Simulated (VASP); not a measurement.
SiGe3, 8 atoms in the cell. Symmetry: P-4m2, No. 115, tetragonal system. Conventional cell: a = 3.924 Å, b = 3.924 Å, c = 5.550 Å, α = 90.00°, β = 90.00°, γ = 90.00°. Si (site symmetry -4m2) has 4 Ge at 2.40 Å within 3.2 Å. Within 3.2 Å of Ge (site symmetry -4m2) lie 4 Ge at 2.40 Å. Ge (site symmetry 2mm) has 2 Si at 2.40 Å and 2 Ge at 2.40 Å within 3.2 Å. 

- Program: VASP 6.6.1
- Task: relaxation of volume and atoms at fixed shape
- Functional: LDA
- Potentials or basis: VASP PAW LDA potentials, release 64 (Si, Ge_d)
- Cutoff: 600 eV
- k mesh: 6 × 6 × 6
- Occupations: gaussian, width 0.02 eV
- Spin: no spin polarisation
- Dipole correction: no
- Further INCAR settings: ALGO = Normal; EDIFF = 1e-07; IBRION = 2; EDIFFG = -0.01; NSW = 80; ISIF = 8

Potentials or basis: VASP PAW LDA potentials, release 64 (Si, Ge_d).

The run is started by

```sh
$ cat potpaw_LDA.64/Si/POTCAR potpaw_LDA.64/Ge_d/POTCAR > POTCAR
$ mpirun -np 1 vasp_std > vasp.out
```

Hardware: 1 thread of Oxide Virtual Turin-like Processor, on a shared host.

Task: Estimate the wall time of this run.

Result: Run time: 59 min on 1 thread of Oxide Virtual Turin-like Processor (shared host), peak memory 0.45 GiB. Counts: scf iterations 50, k points 40, ion steps 5.
